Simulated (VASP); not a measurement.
# LiY16 (a cell with a defect) in VASP: single point with LDA

Aim: the single point of LiY16 (a cell with a defect) with LDA.

All numbers are computed with VASP 6.6.1; they aren't measurements. Logs are shortened: lines on timing, memory, paths and dates and some standing lists are left out, and cuts for length are marked.

### Step 1. The cell of the first run

The cell holds a defect, 17 atoms: a = 7.300 Å, b = 6.322 Å, c = 11.468 Å, α = 90.00°, β = 90.00°, γ = 90.00°.

### Step 2. Single point, LDA

INCAR reads:

```
  PREC = Accurate
  ENCUT = 520
  EDIFF = 1E-6
  ISMEAR = -1
  SIGMA = 0.15
  LREAL = Auto
  LASPH = True
  NELM = 100
  ALGO = Normal
  ISIF = 2
  LWAVE = False
  LCHARG = True
  GGA = CA
  LELF = True
  LVHAR = True
  NBANDS = 104
```

KPOINTS reads:

```
Automatic mesh
0
Gamma
  3 3 2
```

POSCAR reads:

```
LiY16
1.0
   -3.6500000000     -6.3219850000      0.0000000000
    5.4750000000     -3.1609930000      0.0000000000
    0.0000000000      0.0000000000     11.4683000000
Y Li
16 1
Direct
    0.7724572959      0.4339941790     -0.0296495557
    0.5194113589      0.3345189882      0.2404430474
    0.7630585861      0.4988834410      0.5018052370
    0.5032258121      0.3471317286      0.7335318225
    0.4519339122      0.0511122885     -0.0298634497
    0.2684492503      0.8515583130      0.2488559769
    0.5079517687      0.0062257454      0.5043712669
    0.2462667488      0.8289570106      0.7401202445
    0.2579929366      0.5197368436     -0.0069331985
    0.0088557646      0.3486072221      0.2420761578
    0.2598525901      0.5082063843      0.4876596357
    0.0210770610      0.3265721046      0.7419041183
   -0.0049996752     -0.0181873634      0.0035171734
    0.7790995284      0.8509156673      0.2845310988
    0.0163309085      0.0098498294      0.5037878325
    0.7521433759      0.8407794195      0.7548934890
    0.6276454704      0.7534286697      0.0823902409
```

Potentials or basis: VASP PAW LDA potentials, release 64 (Y_sv, Li_sv).

Launch:

```bash
$ cat potpaw_LDA.64/Y_sv/POTCAR potpaw_LDA.64/Li_sv/POTCAR > POTCAR
$ mpirun -np 1 vasp_std > vasp.out
```

OUTCAR:

```text
PREC = Accurate
   ENCUT = 520
   EDIFF = 1E-6
   ISMEAR = -1
   LREAL = Auto
   LASPH = True
   NELM = 100
   ISIF = 2
   GGA = CA

 ion  position               nearest neighbor table
   1  0.772  0.434  0.970-  17 2.62  12 3.26  13 3.31   5 3.37   4 3.40  16 3.57   9 3.60  10 3.60
                             2 3.66   9 3.80  13 3.84
   2  0.519  0.335  0.240-  17 3.31   6 3.56  10 3.57  11 3.58   9 3.61   5 3.61  14 3.63   3 3.64
                             1 3.66   7 3.67  10 3.73   6 3.75  14 3.81
   3  0.763  0.499  0.502-  14 3.34   4 3.40  12 3.51  15 3.60  10 3.60  16 3.62   7 3.63  11 3.63
                             2 3.64  11 3.68   7 3.71  15 3.72
   4  0.503  0.347  0.734-   5 3.32   1 3.40   7 3.40   3 3.40  11 3.48  12 3.52   8 3.58  16 3.62
                             9 3.64  16 3.69   8 3.78  12 3.78
   5  0.452  0.051  0.970-  17 2.62   9 3.29   4 3.32   8 3.34   1 3.37  13 3.39  16 3.56   2 3.61
                             9 3.65   6 3.69  13 4.01
   6  0.268  0.852  0.249-  17 3.30  11 3.50  13 3.55   7 3.55   2 3.56  14 3.60  15 3.60   9 3.61
                            10 3.67   5 3.69  10 3.70   2 3.75  14 3.75
   7  0.508  0.006  0.504-  14 3.35   4 3.40   8 3.49  16 3.54   6 3.55  15 3.59   3 3.63  11 3.64
                            11 3.66   2 3.67   3 3.71  15 3.71
   8  0.246  0.829  0.740-   5 3.34  15 3.39   7 3.49   9 3.50  11 3.54  12 3.55  12 3.58   4 3.58
                            16 3.61  13 3.66  16 3.70   4 3.78
   9  0.258  0.520  0.993-  17 3.24   5 3.29  13 3.50   8 3.50  10 3.55  12 3.57   1 3.60   6 3.61
                             2 3.61   4 3.64   5 3.65   1 3.80  13 3.91
  10  0.009  0.349  0.242-  11 3.51   9 3.55   2 3.57  13 3.59  14 3.60   1 3.60   3 3.60  14 3.62
                             6 3.67  15 3.69   6 3.70   2 3.73
  11  0.260  0.508  0.488-   4 3.48   6 3.50  10 3.51   8 3.54   2 3.58  12 3.59  15 3.62   3 3.63
                             7 3.64  15 3.64   7 3.66   3 3.68
  12  0.021  0.327  0.742-   1 3.26  15 3.39   3 3.51   4 3.52   8 3.55   9 3.57   8 3.58  11 3.59
                            16 3.65  13 3.71   4 3.78  16 3.80
  13  0.995  0.982  0.004-  17 3.18   1 3.31   5 3.39  16 3.47   9 3.50   6 3.55  10 3.59   8 3.66
                            14 3.68  12 3.71   1 3.84   9 3.91   5 4.01
  14  0.779  0.851  0.285-  17 2.64  15 3.21   3 3.34   7 3.35   6 3.60  10 3.60  10 3.62   2 3.63
                            13 3.68   6 3.75   2 3.81
  15  0.016  0.010  0.504-  14 3.21  12 3.39   8 3.39   7 3.59   6 3.60   3 3.60  11 3.62  16 3.63
                            11 3.64  10 3.69   7 3.71   3 3.72
  16  0.752  0.841  0.755-  13 3.47   7 3.54   5 3.56   1 3.57   8 3.61   4 3.62   3 3.62  15 3.63
                            12 3.65   4 3.69   8 3.70  12 3.80
  17  0.628  0.753  0.082-   5 2.62   1 2.62  14 2.64  13 3.18   9 3.24   6 3.30   2 3.31

  LATTYP: Found a simple orthorhombic cell.
 ALAT       =     6.3219855857
 B/A-ratio  =     1.1547004518
 C/A-ratio  =     1.8140345062

  Lattice vectors:

 A1 = (  -5.4750000000,   3.1609930000,   0.0000000000)
 A2 = (  -3.6500000000,  -6.3219850000,   0.0000000000)
 A3 = (   0.0000000000,   0.0000000000,  11.4683000000)

Analysis of symmetry for initial positions (statically):
=====================================================================
 Subroutine PRICEL returns:
 Original cell was already a primitive cell.

 Routine SETGRP: Setting up the symmetry group for a
 simple orthorhombic supercell.

 Subroutine GETGRP returns: Found  1 space group operations
 (whereof  1 operations were pure point group operations)
 out of a pool of  8 trial point group operations.

The static configuration has the point symmetry C_1 .

Analysis of symmetry for dynamics (positions and initial velocities):
=====================================================================
 Subroutine PRICEL returns:
 Original cell was already a primitive cell.

 Routine SETGRP: Setting up the symmetry group for a
 simple orthorhombic supercell.

 Subroutine GETGRP returns: Found  1 space group operations
 (whereof  1 operations were pure point group operations)
 out of a pool of  8 trial point group operations.

The dynamic configuration has the point symmetry C_1 .

 Subroutine INISYM returns: Found  1 space group operations
 (whereof  1 operations are pure point group operations),
 and found     1 'primitive' translations

----------------------------------------------------------------------------------------

                                     Primitive cell

  volume of cell :     529.2677

  direct lattice vectors                    reciprocal lattice vectors
    -3.650000000 -6.321985000  0.000000000    -0.068493159 -0.118633621  0.000000000
     5.475000000 -3.160993000  0.000000000     0.136986296 -0.079089080  0.000000000
     0.000000000  0.000000000 11.468300000     0.000000000  0.000000000  0.087196882

  length of vectors
     7.299999612  6.321985586 11.468300000     0.136986309  0.158178152  0.087196882

  position of ions in fractional coordinates (direct lattice)
     0.772457296  0.433994179  0.970350444
     0.519411359  0.334518988  0.240443047
     0.763058586  0.498883441  0.501805237
     0.503225812  0.347131729  0.733531822
     0.451933912  0.051112289  0.970136550
     0.268449250  0.851558313  0.248855977
[... 9 lines left out ...]
     0.752143376  0.840779420  0.754893489
     0.627645470  0.753428670  0.082390241

  ion indices of the primitive-cell ions
   primitive index   ion index
                 1           1
                 2           2
                 3           3
                 4           4
                 5           5
                 6           6
[... 9 lines left out ...]
                16          16
                17          17

----------------------------------------------------------------------------------------

 KPOINTS: Automatic mesh

Automatic generation of k-mesh.
 Grid dimensions read from file:
 generate k-points for:    3    3    2

 Generating k-lattice:

  Cartesian coordinates                     Fractional coordinates (reciprocal lattice)
    -0.022831053 -0.039544540  0.000000000     0.333333333  0.000000000  0.000000000
     0.045662099 -0.026363027  0.000000000    -0.000000000  0.333333333  0.000000000
     0.000000000  0.000000000  0.043598441     0.000000000  0.000000000  0.500000000

  Length of vectors
     0.045662103  0.052726051  0.043598441

  Shift w.r.t. Gamma in fractional coordinates (k-lattice)
     0.000000000  0.000000000  0.000000000

 Subroutine IBZKPT returns following result:
 ===========================================

 Found     10 irreducible k-points:

 Following reciprocal coordinates:
            Coordinates               Weight
  0.000000  0.000000  0.000000      1.000000
  0.333333 -0.000000  0.000000      2.000000
 -0.000000  0.333333  0.000000      2.000000
  0.333333  0.333333  0.000000      2.000000
 -0.333333  0.333333  0.000000      2.000000
  0.000000  0.000000  0.500000      1.000000
  0.333333 -0.000000  0.500000      2.000000
 -0.000000  0.333333  0.500000      2.000000
  0.333333  0.333333  0.500000      2.000000
 -0.333333  0.333333  0.500000      2.000000
   k-points           NKPTS =     10   k-points in BZ     NKDIM =     10   number of bands    NBANDS=    104
   number of dos      NEDOS =    301   number of ions     NIONS =     17
   total plane-waves  NPLWV = 233280
   dimension x,y,z NGX =    54 NGY =   48 NGZ =   90
   dimension x,y,z NGXF=   108 NGYF=   96 NGZF=  180
   ions per type =              16   1
   NGX,Y,Z   is equivalent  to a cutoff of  12.30, 12.62, 13.05 a.u.
   NGXF,Y,Z  is equivalent  to a cutoff of  24.60, 25.24, 26.09 a.u.
 SYSTEM =  unknown system
   PREC   = accura    normal or accurate (medium, high low for compatibility)
   ISTART =      0    job   : 0-new  1-cont  2-samecut
   ICHARG =      2    charge: 1-file 2-atom 10-const
   ISPIN  =      1    spin polarized calculation?
   LNONCOLLINEAR =      F non collinear calculations
   LSORBIT =      F    spin-orbit coupling
   LASPH  =      T    aspherical Exc in radial PAW
   ENCUT  =  520.0 eV  38.22 Ry    6.18 a.u.  13.57 11.75 21.32*2*pi/ulx,y,z
   NELM   =    100;   NELMIN=  2; NELMDL= -5     # of ELM steps
   EDIFF  = 0.1E-05   stopping-criterion for ELM
   LREAL  =      T    real-space projection
   EDIFFG = 0.1E-04   stopping-criterion for IOM
   NSW    =      0    number of steps for IOM
   IBRION =     -1    ionic relax: 0-MD 1-quasi-New 2-CG
   NFREE  =      0    steps in history (QN), initial steepest desc. (CG)
   ISIF   =      2    stress and relaxation
   ISYM   =      2    0-nonsym 1-usesym 2-fastsym
   POTIM  = 0.5000    time-step for ionic-motion
   TEBEG  =    0.0;   TEEND  =   0.0 temperature during run
   PSTRESS=    0.0 pullay stress
   NELECT =     179.0000    total number of electrons
   NUPDOWN=      -1.0000    fix difference up-down
   EMIN   =  10.00;   EMAX   =-10.00  energy-range for DOS
   EFERMI =   0.00;   METHOD = LEGACY
   ISMEAR =    -1;   SIGMA  =   0.15  broadening in eV -4-tet -1-fermi 0-gaus
   EFERMI_NEDOS =   21; number of points for ismear=-14 and -15
   IALGO  =     38    algorithm
   IMIX   =      4    mixing-type and parameters
     AMIX     =   0.40;   BMIX     =  1.00
     AMIX_MAG =   1.60;   BMIX_MAG =  1.00
  volume/ion in A,a.u.               =      31.13       210.10
  Fermi-wavevector in a.u.,A,eV,Ry     =   1.140602  2.155425 17.700805  1.300972
  Thomas-Fermi vector in A             =   2.277304
   LORBIT       =      0    0 simple, 1 ext, 2 COOP (PROOUT), +10 PAW based schemes
   GGA     = CA    functional components
   LHFCALC =     F    Hartree Fock is set to
   AEXX    =    0.0000 exact exchange contribution
   IVDW    =     0    specifies the selected vdW correction
   LEPSILON=     F    determine dielectric tensor
   LRPA    =     F    only Hartree local field effects (RPA)
 non-spin polarized calculation
  energy-cutoff  :      520.00
  volume of cell :      529.27
 maximum number of plane-waves:     14281
 NGX is ok and might be reduce to    54
   NGX = 27   NGY = 23   NGZ = 43

 number of electron     179.0000004 magnetization

 Free energy of the ion-electron system (eV)
  ---------------------------------------------------
  ext. energy  EPLUGINS =         0.00000000
  ---------------------------------------------------
  free energy    TOTEN  =      -112.23915100 eV

  energy without entropy =     -110.27451967  energy(sigma->0) =     -111.25683533

 E-fermi :   2.8765     XC(G=0):  -9.6717

 val. band max:        2.8750991720   @ k =   0.3333   0.3333   0.0000
 cond. band min:       2.8778894549   @ k =  -0.3333   0.3333   0.5000
 fundamental gap:      0.0027902829
 Fermi energy:         2.8764775045

 k-point     1 :       0.0000    0.0000    0.0000
  band No.  band energies     occupation
      1     -42.4702      2.00000
      2     -39.6274      2.00000
      3     -39.5854      2.00000
      4     -39.5756      2.00000
      5     -39.5457      2.00000
      6     -39.5157      2.00000
[... 93 lines left out ...]
    100       3.7706      0.00514
    101       3.9279      0.00181

 k-point     2 :       0.3333   -0.0000    0.0000
  band No.  band energies     occupation
      1     -42.4702      2.00000
      2     -39.6252      2.00000
      3     -39.5846      2.00000
      4     -39.5779      2.00000
      5     -39.5448      2.00000
      6     -39.5145      2.00000
[... 821 lines left out ...]
    100       3.7862      0.00464
    101       3.8687      0.00268

 k-point    10 :      -0.3333    0.3333    0.5000
  band No.  band energies     occupation
      1     -42.4702      2.00000
      2     -39.6239      2.00000
      3     -39.5829      2.00000
      4     -39.5754      2.00000
      5     -39.5481      2.00000
      6     -39.5126      2.00000
[... 93 lines left out ...]
    100       3.7244      0.00699
    101       3.8733      0.00260
 [bands above 101 left out]

------------------------ aborting loop because EDIFF is reached ----------------------------------------

  FORCE on cell =-STRESS in cart. coord.  units (eV):
  Direction    XX          YY          ZZ          XY          YZ          ZX
  --------------------------------------------------------------------------------------
  -------------------------------------------------------------------------------------
  Total       -6.9339097     -9.9320924     -6.5677119      0.2500078     -1.8562145      0.0594444
  in kB      -20.9900455    -30.0660207    -19.8815066      0.7568133     -5.6190560      0.1799477
  external PRESSURE =     -23.6458576 kB  Pullay stress =       0.0000000 kB

 VOLUME and BASIS-vectors are now :
 -----------------------------------------------------------------------------
  energy-cutoff  :      520.00
  volume of cell :      529.27
      direct lattice vectors                 reciprocal lattice vectors
    -3.650000000 -6.321985000  0.000000000    -0.068493159 -0.118633621  0.000000000
     5.475000000 -3.160993000  0.000000000     0.136986296 -0.079089080  0.000000000
     0.000000000  0.000000000 11.468300000     0.000000000  0.000000000  0.087196882

 POSITION                                       TOTAL-FORCE (eV/Angst)
 -----------------------------------------------------------------------------------
     -0.44335     -6.25532     11.12827        -0.011090     -0.028532     -0.009260
     -0.06436     -4.34112      2.75747        -0.011538     -0.004779      0.001008
     -0.05378     -6.40101      5.75485        -0.000397     -0.010808     -0.006144
      0.06377     -4.27867      8.41236         0.003067     -0.016081     -0.003706
     -1.36972     -3.01869     11.12582         0.035224     -0.008714     -0.016635
      3.68244     -4.38890      2.85395        -0.005294     -0.014270      0.003577
[... 9 lines left out ...]
      1.85794     -7.41274      8.65734         0.001928     -0.005226     -0.004541
      1.83412     -6.34955      0.94488         0.016838      0.131955      0.014216
 -----------------------------------------------------------------------------------
    total drift:                               -0.002645      0.005924      0.000056

  FREE ENERGIE OF THE ION-ELECTRON SYSTEM (eV)
  ---------------------------------------------------
  free  energy   TOTEN  =      -112.2391509960 eV

  energy  without entropy=     -110.2745196656  energy(sigma->0) =     -111.25683533
```

Wall time 47 min (1 thread of Intel Xeon 8259CL, shared host); peak memory 0.61 GiB.

What came out:

| Quantity | Value |
| --- | --- |
| Free energy | -112.2392 eV |
| Largest force | 0.134 eV/Å |
| Band gap on the k mesh | zero (an odd number of electrons rules out a gap without spin polarisation) |

Forces in eV/Å, atoms in the order of the input:
```
Y   -0.011 -0.029 -0.009
Y   -0.012 -0.005  0.001
Y    0.000 -0.011 -0.006
Y    0.003 -0.016 -0.004
Y    0.035 -0.009 -0.017
Y   -0.005 -0.014  0.004
Y   -0.004 -0.010 -0.005
Y    0.006 -0.002  0.006
Y   -0.004 -0.008 -0.002
Y    0.002 -0.011  0.001
Y   -0.002 -0.006  0.004
Y   -0.010 -0.009  0.001
Y   -0.007  0.042  0.033
Y   -0.006 -0.030 -0.013
Y   -0.002 -0.009 -0.004
Y    0.002 -0.005 -0.005
Li   0.017  0.132  0.014
```

Caveat: the cutoff is under 1.25 times the usual one of these potentials, so pressure, stress and relaxed cells hold a basis-set (Pulay) error.
